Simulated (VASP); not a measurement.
# LiBeF3 in VASP: notebook, part 2 of 2

VASP 6.6.1. The steps go on from the part before.

## 3. Single point, PBE

This run uses another cell than the first one: it holds 10 atoms, not 5.

Contents of INCAR:

```
  ALGO = Normal
  EDIFF = 1E-6
  ENCUT = 520
  GGA = PE
  ISIF = 2
  ISMEAR = 0
  LASPH = T
  LCHARG = F
  LREAL = F
  LWAVE = F
  NBANDS = 37
  NELM = 80
  PREC = Accurate
  SIGMA = 0.1
```

Contents of KPOINTS:

```
k-points
0
Gamma
  4 4 2
```

Contents of POSCAR:

```
LiBeF3
1.0
    2.7695185608     -0.0049552813     -0.0023248759
    0.0075928023      4.7307411079     -1.0381016369
    0.0042937502     -2.0485740886      9.4580409566
Li Be F
2 2 6
Direct
    0.5000067501      0.6928629771      0.1531562739
    0.4999971964      0.6945552228      0.6528926430
    0.9999866316      0.0559922135      0.4725785637
    0.0000092866      0.0539854918     -0.0273945770
    0.4999867458     -0.0534498816      0.5280976252
    0.5000095163     -0.0566219142      0.0275273221
    0.9999904985      0.4022048085      0.5467675611
    1.0000115366      0.4001610922      1.0476823132
    0.9999960856     -0.0948779631      0.2993456334
    0.0000057526     -0.0948120468      0.7993466412
```

Potentials or basis: VASP PAW PBE potentials, release 64 (Li_sv, Be, F).

On the command line:

```console
$ cat potpaw_PBE.64/Li_sv/POTCAR potpaw_PBE.64/Be/POTCAR potpaw_PBE.64/F/POTCAR > POTCAR
$ mpirun -np 1 vasp_std > vasp.out
```

OUTCAR:

```text
EDIFF = 1E-6
   ENCUT = 520
   GGA = PE
   ISIF = 2
   ISMEAR = 0
   LASPH = T
   LREAL = F
   NELM = 80
   PREC = Accurate

 ion  position               nearest neighbor table
   1  0.500  0.693  0.153-   8 1.94   8 1.94   9 1.94   9 1.94   6 2.04
   2  0.500  0.695  0.653-  10 1.94  10 1.94   7 1.94   7 1.94   5 2.04
   3  1.000  0.056  0.473-   9 1.52   7 1.52   5 1.65   5 1.65
   4  0.000  0.054  0.973-  10 1.52   8 1.52   6 1.65   6 1.65
   5  0.500  0.947  0.528-   3 1.65   3 1.65   2 2.04
   6  0.500  0.943  0.028-   4 1.65   4 1.65   1 2.04
   7  1.000  0.402  0.547-   3 1.52   2 1.94   2 1.94
   8  0.000  0.400  0.048-   4 1.52   1 1.94   1 1.94
   9  1.000  0.905  0.299-   3 1.52   1 1.94   1 1.94
  10  0.000  0.905  0.799-   4 1.52   2 1.94   2 1.94

  LATTYP: Found a simple monoclinic cell.
 ALAT       =     4.8433071438
 B/A-ratio  =     0.5718249715
 C/A-ratio  =     1.8245443285
 COS(beta)  =    -0.0922435436

  Lattice vectors:

 A1 = (   0.0075928023,   4.7307411079,  -1.0381016369)
 A2 = (   2.7695185608,  -0.0049552813,  -0.0023248759)
 A3 = (  -0.0118865525,  -2.6821670193,  -8.4199393197)

Analysis of symmetry for initial positions (statically):
=====================================================================
 Subroutine PRICEL returns:
 Original cell was already a primitive cell.

 Routine SETGRP: Setting up the symmetry group for a
 simple monoclinic supercell.

 Subroutine GETGRP returns: Found  1 space group operations
 (whereof  1 operations were pure point group operations)
 out of a pool of  4 trial point group operations.

The static configuration has the point symmetry C_1 .

Analysis of symmetry for dynamics (positions and initial velocities):
=====================================================================
[... 146 lines left out ...]
   GGA     = PE    functional components
   LHFCALC =     F    Hartree Fock is set to
   AEXX    =    0.0000 exact exchange contribution
   IVDW    =     0    specifies the selected vdW correction
   LEPSILON=     F    determine dielectric tensor
   LRPA    =     F    only Hartree local field effects (RPA)
 non-spin polarized calculation
 Gauss-broadening in eV      SIGMA  =   0.10
  energy-cutoff  :      520.00
  volume of cell :      118.03
 maximum number of plane-waves:      3200
 NGX is ok and might be reduce to    24

 number of electron      51.9999956 magnetization

 Free energy of the ion-electron system (eV)
  ---------------------------------------------------
  ext. energy  EPLUGINS =         0.00000000
  ---------------------------------------------------
  free energy    TOTEN  =       -53.59430991 eV

  energy without entropy =      -53.59430991  energy(sigma->0) =      -53.59430991

 E-fermi :  -2.6116     XC(G=0):  -8.0842

 val. band max:       -3.1810222527   @ k =   0.5000   0.5000   0.0000
 cond. band min:       4.3421545426   @ k =   0.0000   0.0000   0.0000
 fundamental gap:      7.5231767953
 Fermi energy:        -2.6115925978

 k-point     1 :       0.0000    0.0000    0.0000
  band No.  band energies     occupation
      1     -43.9373      2.00000
      2     -43.9368      2.00000
      3     -24.3590      2.00000
      4     -24.3236      2.00000
      5     -23.1713      2.00000
      6     -23.1574      2.00000
[... 789 lines left out ...]
     36      12.3864      0.00000
     37      12.9695      0.00000

------------------------ aborting loop because EDIFF is reached ----------------------------------------

  FORCE on cell =-STRESS in cart. coord.  units (eV):
  Direction    XX          YY          ZZ          XY          YZ          ZX
  --------------------------------------------------------------------------------------
  -------------------------------------------------------------------------------------
  Total       -0.0697239     -0.0587301     -0.0394379     -0.0000200      0.0236138      0.0000685
  in kB       -0.9464640     -0.7972291     -0.5353483     -0.0002720      0.3205439      0.0009300
  external PRESSURE =      -0.7596805 kB  Pullay stress =       0.0000000 kB

 VOLUME and BASIS-vectors are now :
 -----------------------------------------------------------------------------
  energy-cutoff  :      520.00
  volume of cell :      118.03
      direct lattice vectors                 reciprocal lattice vectors
     2.769518561 -0.004955281 -0.002324876     0.361072175 -0.000646201 -0.000303884
     0.007592802  4.730741108 -1.038101637     0.000437435  0.221930836  0.048069139
     0.004293750 -2.048574089  9.458040957     0.000136767  0.024358666  0.111006069

 POSITION                                       TOTAL-FORCE (eV/Angst)
 -----------------------------------------------------------------------------------
      1.39070      2.96153      0.72813        -0.000015      0.009454     -0.008626
      1.39283      1.94578      5.45290         0.000010      0.008688     -0.010129
      2.77194     -0.70818      4.40922         0.000027     -0.013049      0.013916
      0.00461     -1.73706      9.14290        -0.000012     -0.013957      0.014916
      1.39418      3.39356      4.01099         0.000033     -0.020126      0.019121
      1.39207      4.40401     -0.72013        -0.000043     -0.019391      0.019577
      2.77489      0.77768      4.75150         0.000073      0.035806      0.010815
      0.00328      1.79538      0.03557         0.000048      0.035729      0.011853
      2.77767      3.66371      1.88929        -0.000056     -0.011688     -0.035092
      0.01032      2.64469      6.62058        -0.000066     -0.011467     -0.036351
 -----------------------------------------------------------------------------------
    total drift:                                0.000004      0.001065     -0.000858

  FREE ENERGIE OF THE ION-ELECTRON SYSTEM (eV)
  ---------------------------------------------------
  free  energy   TOTEN  =       -53.5943099113 eV

  energy  without entropy=      -53.5943099113  energy(sigma->0) =      -53.59430991
```

OSZICAR:

```text
N       E                     dE             d eps       ncg     rms          rms(c)
DAV:   1     0.399698947425E+03    0.39970E+03   -0.27628E+04  1480   0.140E+03
DAV:   2    -0.245069513281E+02   -0.42421E+03   -0.41045E+03  1697   0.366E+02
DAV:   3    -0.528945912934E+02   -0.28388E+02   -0.28251E+02  1880   0.974E+01
DAV:   4    -0.572924492254E+02   -0.43979E+01   -0.43852E+01  2904   0.185E+01
DAV:   5    -0.573548780409E+02   -0.62429E-01   -0.62426E-01  1811   0.273E+00    0.118E+01
DAV:   6    -0.536105918872E+02    0.37443E+01   -0.12963E+01  1699   0.205E+01    0.380E+00
DAV:   7    -0.535810311195E+02    0.29561E-01   -0.47395E-01  2059   0.365E+00    0.254E+00
DAV:   8    -0.535872415119E+02   -0.62104E-02   -0.13903E-01  1784   0.270E+00    0.486E-01
DAV:   9    -0.535889291358E+02   -0.16876E-02   -0.16057E-02  1739   0.967E-01    0.210E-01
DAV:  10    -0.535941373907E+02   -0.52083E-02   -0.92142E-03  1625   0.611E-01    0.147E-01
DAV:  11    -0.535943034114E+02   -0.16602E-03   -0.24345E-03  1668   0.408E-01    0.332E-02
DAV:  12    -0.535943071111E+02   -0.36997E-05   -0.21648E-04  1790   0.103E-01    0.138E-02
DAV:  13    -0.535943116503E+02   -0.45393E-05   -0.52465E-05  1681   0.536E-02    0.118E-02
DAV:  14    -0.535943094970E+02    0.21533E-05   -0.10675E-05  1918   0.314E-02    0.152E-03
DAV:  15    -0.535943099113E+02   -0.41426E-06   -0.18088E-06  1459   0.824E-03
   1 F= -.53594310E+02 E0= -.53594310E+02  d E =-.163771E-16
```

Run time: 2 min. Hardware: 1 thread of Intel Xeon 8259CL, shared host; peak memory 0.26 GiB.

What came out:

* Free energy: -53.5943 eV
* Largest force: 0.038 eV/Å
* Band gap on the k mesh: 7.52 eV

Forces on the atoms (eV/Å):
```
Li   0.000  0.009 -0.009
Li   0.000  0.009 -0.010
Be   0.000 -0.013  0.014
Be   0.000 -0.014  0.015
F    0.000 -0.020  0.019
F    0.000 -0.019  0.020
F    0.000  0.036  0.011
F    0.000  0.036  0.012
F    0.000 -0.012 -0.035
F    0.000 -0.011 -0.036
```

Caveat: the k points lie up to 0.57 Å⁻¹ apart; the cutoff is under 1.25 times the usual one of these potentials, so pressure, stress and relaxed cells hold a basis-set (Pulay) error.
